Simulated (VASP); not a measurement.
# ZnSe (F-43m) in VASP: notebook

The runs below take ZnSe through single point, relaxation of cell and atoms, with PBEsol.

Program: VASP 6.6.1. These are calculated values, not measurements. Logs are shortened: lines on timing, memory, paths and dates and some standing lists are left out, and cuts for length are marked.

### Step 1. The cell of the first run

Symmetry: F-43m, No. 216, cubic system. Conventional cell: a = 5.636 Å, b = 5.636 Å, c = 5.636 Å, α = 90.00°, β = 90.00°, γ = 90.00°. Zn (site symmetry -43m) has 4 Se at 2.44 Å within 3.2 Å. Se (site symmetry -43m) has 4 Zn at 2.44 Å within 3.2 Å.

### Step 2. Single point, PBEsol

Input file INCAR:

```
SYSTEM = ZnSe
ALGO     = Normal         ! electronic algorithm
EDIFF    = 1E-6           ! SCF threshold, eV
ENCUT    = 500            ! plane-wave cutoff, eV
GGA      = PS             ! functional
GGA_COMPAT= .False.      
ISIF     = 2              ! what is computed and relaxed
ISMEAR   = 0              ! smearing method
LASPH    = .True.         ! aspherical terms in the spheres
LCHARG   = .False.        ! write CHGCAR
LREAL    = .False.        ! projectors in reciprocal space
LWAVE    = .False.        ! write WAVECAR
NBANDS   = 16             ! bands
NELM     = 120            ! most SCF steps
PREC     = Accurate       ! precision mode
SIGMA    = 0.02           ! smearing width, eV
```

Input file KPOINTS:

```
k-points
0
Gamma
  8 8 8
  0 0 0
```

Input file POSCAR:

```
ZnSe
1.0
    0.0000000000      2.8178274400      2.8178274400
    2.8178274400      0.0000000000      2.8178274400
    2.8178274400      2.8178274400      0.0000000000
Zn Se
1 1
Direct
    0.0000000000      0.0000000000      0.0000000000
    0.2500000000      0.2500000000      0.2500000000
```

Potentials or basis: VASP PAW PBE potentials, release 64 (Zn, Se).

Command:

```bash
> cat potpaw_PBE.64/Zn/POTCAR potpaw_PBE.64/Se/POTCAR > POTCAR
> mpirun -np 1 vasp_std > vasp.out
```

OUTCAR:

```text
SYSTEM = ZnSe
   EDIFF = 1E-6
   ENCUT = 500
   GGA = PS
   ISIF = 2
   ISMEAR = 0
   LASPH = .True.
   LREAL = .False.
   NELM = 120
   PREC = Accurate

 ion  position               nearest neighbor table
   1  0.000  0.000  0.000-   2 2.44   2 2.44   2 2.44   2 2.44
   2  0.250  0.250  0.250-   1 2.44   1 2.44   1 2.44   1 2.44

  LATTYP: Found a face centered cubic cell.
 ALAT       =     5.6356548800

  Lattice vectors:

 A1 = (   0.0000000000,   2.8178274400,   2.8178274400)
 A2 = (   2.8178274400,   0.0000000000,   2.8178274400)
 A3 = (   2.8178274400,   2.8178274400,   0.0000000000)

Analysis of symmetry for initial positions (statically):
=====================================================================
 Subroutine PRICEL returns:
 Original cell was already a primitive cell.

 Routine SETGRP: Setting up the symmetry group for a
 face centered cubic supercell.

 Subroutine GETGRP returns: Found 24 space group operations
 (whereof 24 operations were pure point group operations)
 out of a pool of 48 trial point group operations.

The static configuration has the point symmetry T_d .

Analysis of symmetry for dynamics (positions and initial velocities):
=====================================================================
 Subroutine PRICEL returns:
 Original cell was already a primitive cell.

 Routine SETGRP: Setting up the symmetry group for a
 face centered cubic supercell.

 Subroutine GETGRP returns: Found 24 space group operations
 (whereof 24 operations were pure point group operations)
 out of a pool of 48 trial point group operations.

The dynamic configuration has the point symmetry T_d .

 Subroutine INISYM returns: Found 24 space group operations
 (whereof 24 operations are pure point group operations),
 and found     1 'primitive' translations

----------------------------------------------------------------------------------------

                                     Primitive cell

  volume of cell :      44.7480

  direct lattice vectors                    reciprocal lattice vectors
     0.000000000  2.817827440  2.817827440    -0.177441668  0.177441668  0.177441668
     2.817827440  0.000000000  2.817827440     0.177441668 -0.177441668  0.177441668
     2.817827440  2.817827440  0.000000000     0.177441668  0.177441668 -0.177441668

  length of vectors
     3.985009782  3.985009782  3.985009782     0.307337984  0.307337984  0.307337984

  position of ions in fractional coordinates (direct lattice)
     0.000000000  0.000000000  0.000000000
     0.250000000  0.250000000  0.250000000

  ion indices of the primitive-cell ions
   primitive index   ion index
                 1           1
                 2           2

----------------------------------------------------------------------------------------

 KPOINTS: k-points

Automatic generation of k-mesh.
 Grid dimensions read from file:
 generate k-points for:    8    8    8

 Generating k-lattice:

  Cartesian coordinates                     Fractional coordinates (reciprocal lattice)
    -0.022180208  0.022180208  0.022180208     0.125000000  0.000000000  0.000000000
     0.022180208 -0.022180208  0.022180208     0.000000000  0.125000000  0.000000000
     0.022180208  0.022180208 -0.022180208     0.000000000  0.000000000  0.125000000

  Length of vectors
     0.038417248  0.038417248  0.038417248

  Shift w.r.t. Gamma in fractional coordinates (k-lattice)
     0.000000000  0.000000000  0.000000000

 Subroutine IBZKPT returns following result:
 ===========================================

 Found     29 irreducible k-points:

 Following reciprocal coordinates:
            Coordinates               Weight
  0.000000  0.000000  0.000000      1.000000
  0.125000  0.000000  0.000000      8.000000
  0.250000  0.000000  0.000000      8.000000
  0.375000  0.000000  0.000000      8.000000
  0.500000  0.000000  0.000000      4.000000
  0.125000  0.125000  0.000000      6.000000
[... 16 lines left out ...]
  0.500000  0.250000  0.125000     48.000000
 -0.375000  0.250000  0.125000     24.000000
 [... further k-points ...]
   k-points           NKPTS =     29   k-points in BZ     NKDIM =     29   number of bands    NBANDS=     16
   number of dos      NEDOS =    301   number of ions     NIONS =      2
   total plane-waves  NPLWV =  27000
   dimension x,y,z NGX =    30 NGY =   30 NGZ =   30
   dimension x,y,z NGXF=    60 NGYF=   60 NGZF=   60
   ions per type =               1   1
   NGX,Y,Z   is equivalent  to a cutoff of  12.52, 12.52, 12.52 a.u.
   NGXF,Y,Z  is equivalent  to a cutoff of  25.03, 25.03, 25.03 a.u.
 SYSTEM =  ZnSe
   PREC   = accura    normal or accurate (medium, high low for compatibility)
   ISTART =      0    job   : 0-new  1-cont  2-samecut
   ICHARG =      2    charge: 1-file 2-atom 10-const
   ISPIN  =      1    spin polarized calculation?
   LNONCOLLINEAR =      F non collinear calculations
   LSORBIT =      F    spin-orbit coupling
   LASPH  =      T    aspherical Exc in radial PAW
   ENCUT  =  500.0 eV  36.75 Ry    6.06 a.u.   7.27  7.27  7.27*2*pi/ulx,y,z
   NELM   =    120;   NELMIN=  2; NELMDL= -5     # of ELM steps
   EDIFF  = 0.1E-05   stopping-criterion for ELM
   LREAL  =      F    real-space projection
   EDIFFG = 0.1E-04   stopping-criterion for IOM
   NSW    =      0    number of steps for IOM
   IBRION =     -1    ionic relax: 0-MD 1-quasi-New 2-CG
   NFREE  =      0    steps in history (QN), initial steepest desc. (CG)
   ISIF   =      2    stress and relaxation
   ISYM   =      2    0-nonsym 1-usesym 2-fastsym
   POTIM  = 0.5000    time-step for ionic-motion
   TEBEG  =    0.0;   TEEND  =   0.0 temperature during run
   PSTRESS=    0.0 pullay stress
   NELECT =      18.0000    total number of electrons
   NUPDOWN=      -1.0000    fix difference up-down
   EMIN   =  10.00;   EMAX   =-10.00  energy-range for DOS
   EFERMI =   0.00;   METHOD = LEGACY
   ISMEAR =     0;   SIGMA  =   0.02  broadening in eV -4-tet -1-fermi 0-gaus
   EFERMI_NEDOS =   21; number of points for ismear=-14 and -15
   IALGO  =     38    algorithm
   IMIX   =      4    mixing-type and parameters
     AMIX     =   0.40;   BMIX     =  1.00
     AMIX_MAG =   1.60;   BMIX_MAG =  1.00
  volume/ion in A,a.u.               =      22.37       150.99
  Fermi-wavevector in a.u.,A,eV,Ry     =   1.208485  2.283706 19.870439  1.460436
  Thomas-Fermi vector in A             =   2.344091
   LORBIT       =      0    0 simple, 1 ext, 2 COOP (PROOUT), +10 PAW based schemes
   GGA     = PS    functional components
   LHFCALC =     F    Hartree Fock is set to
   AEXX    =    0.0000 exact exchange contribution
   IVDW    =     0    specifies the selected vdW correction
   LEPSILON=     F    determine dielectric tensor
   LRPA    =     F    only Hartree local field effects (RPA)
 non-spin polarized calculation
 Gauss-broadening in eV      SIGMA  =   0.02
  energy-cutoff  :      500.00
  volume of cell :       44.75
 maximum number of plane-waves:      1158
 NGX is ok and might be reduce to    30
   NGX = 15   NGY = 15   NGZ = 15

 number of electron      17.9999999 magnetization

 Free energy of the ion-electron system (eV)
  ---------------------------------------------------
  ext. energy  EPLUGINS =         0.00000000
  ---------------------------------------------------
  free energy    TOTEN  =        -6.77311286 eV

  energy without entropy =       -6.77311286  energy(sigma->0) =       -6.77311286

 E-fermi :   1.7640     XC(G=0):  -9.6036

 val. band max:        1.6348169124   @ k =   0.0000   0.0000   0.0000
 cond. band min:       2.8729923135   @ k =   0.0000   0.0000   0.0000
 fundamental gap:      1.2381754012
 Fermi energy:         1.7640456493

 k-point     1 :       0.0000    0.0000    0.0000
  band No.  band energies     occupation
      1     -11.7621      2.00000
      2      -4.9853      2.00000
      3      -4.9853      2.00000
      4      -4.9853      2.00000
      5      -4.5981      2.00000
      6      -4.5981      2.00000
[... 8 lines left out ...]
     15      13.0985      0.00000
     16      13.0985      0.00000

 k-point     2 :       0.1250    0.0000    0.0000
  band No.  band energies     occupation
      1     -11.6572      2.00000
      2      -4.9807      2.00000
      3      -4.9688      2.00000
      4      -4.9688      2.00000
      5      -4.5997      2.00000
      6      -4.5997      2.00000
[... 8 lines left out ...]
     15      12.2626      0.00000
     16      12.3197      0.00000

 k-point     3 :       0.2500    0.0000    0.0000
  band No.  band energies     occupation
      1     -11.3840      2.00000
      2      -4.9325      2.00000
      3      -4.9325      2.00000
      4      -4.9304      2.00000
      5      -4.5982      2.00000
      6      -4.5982      2.00000
[... 8 lines left out ...]
     15      12.0186      0.00000
     16      12.1907      0.00000

 k-point     4 :       0.3750    0.0000    0.0000
  band No.  band energies     occupation
      1     -11.0757      2.00000
      2      -4.9035      2.00000
      3      -4.9035      2.00000
      4      -4.7348      2.00000
      5      -4.5870      2.00000
      6      -4.5870      2.00000
[... 8 lines left out ...]
     15      13.1628      0.00000
     16      13.1628      0.00000
[... 324 lines left out ...]
 k-point    22 :       0.3750    0.2500    0.1250
  band No.  band energies     occupation
      1     -11.1698      2.00000
      2      -4.9503      2.00000
      3      -4.8797      2.00000
      4      -4.8542      2.00000
      5      -4.6143      2.00000
      6      -4.5721      2.00000
[... 8 lines left out ...]
     15      13.8808      0.00000
     16      15.0389      0.00000

 k-point    23 :       0.5000    0.2500    0.1250
  band No.  band energies     occupation
      1     -10.9120      2.00000
      2      -4.8900      2.00000
      3      -4.8548      2.00000
      4      -4.7250      2.00000
      5      -4.5860      2.00000
      6      -4.5346      2.00000
[... 8 lines left out ...]
     15      14.2010      0.00000
     16      15.2690      0.00000

 k-point    24 :      -0.3750    0.2500    0.1250
  band No.  band energies     occupation
      1     -10.7969      2.00000
      2      -4.8805      2.00000
      3      -4.8393      2.00000
      4      -4.6347      2.00000
      5      -4.5913      2.00000
      6      -4.3808      2.00000
[... 8 lines left out ...]
     15      14.3175      0.00000
     16      15.1685      0.00000

 [... further k-points ...]

------------------------ aborting loop because EDIFF is reached ----------------------------------------

  FORCE on cell =-STRESS in cart. coord.  units (eV):
  Direction    XX          YY          ZZ          XY          YZ          ZX
  --------------------------------------------------------------------------------------
  -------------------------------------------------------------------------------------
  Total        0.0519816      0.0519816      0.0519816     -0.0000000     -0.0000000     -0.0000000
  in kB        1.8611746      1.8611746      1.8611746     -0.0000000     -0.0000000     -0.0000000
  external PRESSURE =       1.8611746 kB  Pullay stress =       0.0000000 kB

 VOLUME and BASIS-vectors are now :
 -----------------------------------------------------------------------------
  energy-cutoff  :      500.00
  volume of cell :       44.75
      direct lattice vectors                 reciprocal lattice vectors
     0.000000000  2.817827440  2.817827440    -0.177441668  0.177441668  0.177441668
     2.817827440  0.000000000  2.817827440     0.177441668 -0.177441668  0.177441668
     2.817827440  2.817827440  0.000000000     0.177441668  0.177441668 -0.177441668

 POSITION                                       TOTAL-FORCE (eV/Angst)
 -----------------------------------------------------------------------------------
      0.00000      0.00000      0.00000        -0.000000     -0.000000     -0.000000
      1.40891      1.40891      1.40891         0.000000      0.000000      0.000000
 -----------------------------------------------------------------------------------
    total drift:                               -0.000000     -0.000000      0.000000

  FREE ENERGIE OF THE ION-ELECTRON SYSTEM (eV)
  ---------------------------------------------------
  free  energy   TOTEN  =        -6.7731128602 eV

  energy  without entropy=       -6.7731128602  energy(sigma->0) =       -6.77311286
```

Wall time 9.6 s (1 thread of Intel Xeon 6975P-C (Granite Rapids), shared host); peak memory 0.17 GiB.

What came out:

- Free energy: -6.7731 eV
- Pressure: 0.2 GPa
- Band gap on the k mesh: 1.24 eV, direct

Caveat: the PAW data sets were made with another functional, which shifts forces and pressure a little.

### Step 3. Single point, PBEsol

Input file INCAR:

```
PREC     = Accurate       # precision mode
ENCUT    = 500            # plane-wave cutoff, eV
EDIFF    = 1E-6           # SCF threshold, eV
ISMEAR   = 0              # smearing method
SIGMA    = 0.02           # smearing width, eV
LREAL    = False          # projectors in reciprocal space
LASPH    = True           # aspherical terms in the spheres
NELM     = 120            # most SCF steps
ALGO     = Normal         # electronic algorithm
ISIF     = 2              # what is computed and relaxed
LWAVE    = False          # write WAVECAR
LCHARG   = False          # write CHGCAR
GGA      = PS             # functional
NBANDS   = 16             # bands
GGA_COMPAT= False
```

Input file KPOINTS:

```
Automatic mesh
0
Gamma
  8 8 8
```

POSCAR is that of step 2.

Potentials or basis: VASP PAW PBE potentials, release 64 (Zn, Se).

Command:

```bash
> cat potpaw_PBE.64/Zn/POTCAR potpaw_PBE.64/Se/POTCAR > POTCAR
> mpirun -np 1 vasp_std > vasp.out
```

OUTCAR:

```text
PREC = Accurate
   ENCUT = 500
   EDIFF = 1E-6
   ISMEAR = 0
   LREAL = False
   LASPH = True
   NELM = 120
   ISIF = 2
   GGA = PS

 ion  position               nearest neighbor table
   1  0.000  0.000  0.000-   2 2.44   2 2.44   2 2.44   2 2.44
   2  0.250  0.250  0.250-   1 2.44   1 2.44   1 2.44   1 2.44

  LATTYP: Found a face centered cubic cell.
 ALAT       =     5.6356548800

  Lattice vectors:

 A1 = (   0.0000000000,   2.8178274400,   2.8178274400)
 A2 = (   2.8178274400,   0.0000000000,   2.8178274400)
 A3 = (   2.8178274400,   2.8178274400,   0.0000000000)

Analysis of symmetry for initial positions (statically):
=====================================================================
 Subroutine PRICEL returns:
 Original cell was already a primitive cell.

 Routine SETGRP: Setting up the symmetry group for a
 face centered cubic supercell.

 Subroutine GETGRP returns: Found 24 space group operations
 (whereof 24 operations were pure point group operations)
 out of a pool of 48 trial point group operations.

The static configuration has the point symmetry T_d .

Analysis of symmetry for dynamics (positions and initial velocities):
=====================================================================
 Subroutine PRICEL returns:
 Original cell was already a primitive cell.

 Routine SETGRP: Setting up the symmetry group for a
 face centered cubic supercell.

 Subroutine GETGRP returns: Found 24 space group operations
 (whereof 24 operations were pure point group operations)
 out of a pool of 48 trial point group operations.

The dynamic configuration has the point symmetry T_d .

 Subroutine INISYM returns: Found 24 space group operations
 (whereof 24 operations are pure point group operations),
 and found     1 'primitive' translations

----------------------------------------------------------------------------------------

[... 111 lines left out ...]
     AMIX     =   0.40;   BMIX     =  1.00
     AMIX_MAG =   1.60;   BMIX_MAG =  1.00
  volume/ion in A,a.u.               =      22.37       150.99
  Fermi-wavevector in a.u.,A,eV,Ry     =   1.208485  2.283706 19.870439  1.460436
  Thomas-Fermi vector in A             =   2.344091
   LORBIT       =      0    0 simple, 1 ext, 2 COOP (PROOUT), +10 PAW based schemes
   GGA     = PS    functional components
   LHFCALC =     F    Hartree Fock is set to
   AEXX    =    0.0000 exact exchange contribution
   IVDW    =     0    specifies the selected vdW correction
   LEPSILON=     F    determine dielectric tensor
   LRPA    =     F    only Hartree local field effects (RPA)
 non-spin polarized calculation
 Gauss-broadening in eV      SIGMA  =   0.02
  energy-cutoff  :      500.00
  volume of cell :       44.75
 maximum number of plane-waves:      1158
 NGX is ok and might be reduce to    30
   NGX = 15   NGY = 15   NGZ = 15

 number of electron      17.9999999 magnetization

 Free energy of the ion-electron system (eV)
  ---------------------------------------------------
  ext. energy  EPLUGINS =         0.00000000
  ---------------------------------------------------
  free energy    TOTEN  =        -6.77311286 eV

  energy without entropy =       -6.77311286  energy(sigma->0) =       -6.77311286

 E-fermi :   1.7640     XC(G=0):  -9.6036

 val. band max:        1.6348169124   @ k =   0.0000   0.0000   0.0000
 cond. band min:       2.8729923135   @ k =   0.0000   0.0000   0.0000
 fundamental gap:      1.2381754012
 Fermi energy:         1.7640456493

 k-point     1 :       0.0000    0.0000    0.0000
  band No.  band energies     occupation
      1     -11.7621      2.00000
      2      -4.9853      2.00000
      3      -4.9853      2.00000
      4      -4.9853      2.00000
      5      -4.5981      2.00000
      6      -4.5981      2.00000
[... 433 lines left out ...]
      3      -4.8393      2.00000
      4      -4.6347      2.00000
      5      -4.5913      2.00000
      6      -4.3808      2.00000
[... 8 lines left out ...]
     15      14.3175      0.00000
     16      15.1685      0.00000

 [... further k-points ...]

------------------------ aborting loop because EDIFF is reached ----------------------------------------

  FORCE on cell =-STRESS in cart. coord.  units (eV):
  Direction    XX          YY          ZZ          XY          YZ          ZX
  --------------------------------------------------------------------------------------
  -------------------------------------------------------------------------------------
  Total        0.0519816      0.0519816      0.0519816     -0.0000000     -0.0000000     -0.0000000
  in kB        1.8611746      1.8611746      1.8611746     -0.0000000     -0.0000000     -0.0000000
  external PRESSURE =       1.8611746 kB  Pullay stress =       0.0000000 kB

 VOLUME and BASIS-vectors are now :
 -----------------------------------------------------------------------------
  energy-cutoff  :      500.00
  volume of cell :       44.75
      direct lattice vectors                 reciprocal lattice vectors
     0.000000000  2.817827440  2.817827440    -0.177441668  0.177441668  0.177441668
     2.817827440  0.000000000  2.817827440     0.177441668 -0.177441668  0.177441668
     2.817827440  2.817827440  0.000000000     0.177441668  0.177441668 -0.177441668

 POSITION                                       TOTAL-FORCE (eV/Angst)
 -----------------------------------------------------------------------------------
      0.00000      0.00000      0.00000        -0.000000     -0.000000     -0.000000
      1.40891      1.40891      1.40891         0.000000      0.000000      0.000000
 -----------------------------------------------------------------------------------
    total drift:                               -0.000000     -0.000000      0.000000

  FREE ENERGIE OF THE ION-ELECTRON SYSTEM (eV)
  ---------------------------------------------------
  free  energy   TOTEN  =        -6.7731128602 eV

  energy  without entropy=       -6.7731128602  energy(sigma->0) =       -6.77311286
```

It took 9.4 s on 1 thread of Intel Xeon 6975P-C (Granite Rapids), shared host; peak memory 0.17 GiB.

What came out:

```yaml
Free_energy: -6.7731 eV
Pressure: 0.2 GPa
Band_gap_on_the_k_mesh: 1.24 eV, direct
```

Caveat: the PAW data sets were made with another functional, which shifts forces and pressure a little.

[end of part 1 of 2]
